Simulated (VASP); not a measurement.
A run of VASP 6.6.1 is set up as follows.

Contents of INCAR:

```
PREC = Accurate
ENCUT = 520
EDIFF = 1E-6
ISMEAR = -1
SIGMA = 0.1
LREAL = False
LASPH = True
NELM = 80
ALGO = Normal
ISIF = 2
LWAVE = False
LCHARG = True
GGA = PS
LELF = True
LVHAR = True
NBANDS = 18
```

KPOINTS

```
Automatic mesh
0
Gamma
  13 13 7
```

The input POSCAR:

```
Cu
1.0
    2.5838008533      0.0000000000      0.0000000000
   -1.2919004267      2.2376321040      0.0000000000
    0.0000000000      0.0000000000      4.1932291051
Cu
2
Direct
    0.3333333333      0.6666666667      0.2500000000
    0.6666666667      0.3333333333      0.7500000000
```

Potentials or basis: VASP PAW PBE potentials, release 64 (Cu).

The run is started by

```console
$ cat potpaw_PBE.64/Cu/POTCAR > POTCAR
$ mpirun -np 1 vasp_std > vasp.out
```

(1) Predict the band gap on the k mesh.

(2) Predict the pressure.

## Answers

(1) zero (band 11 reaches 10.02 eV, above the bottom of band 12 at 5.24 eV).

(2) -9.0 GPa.

Caveat: the PAW data sets were made with another functional, which shifts forces and pressure a little.
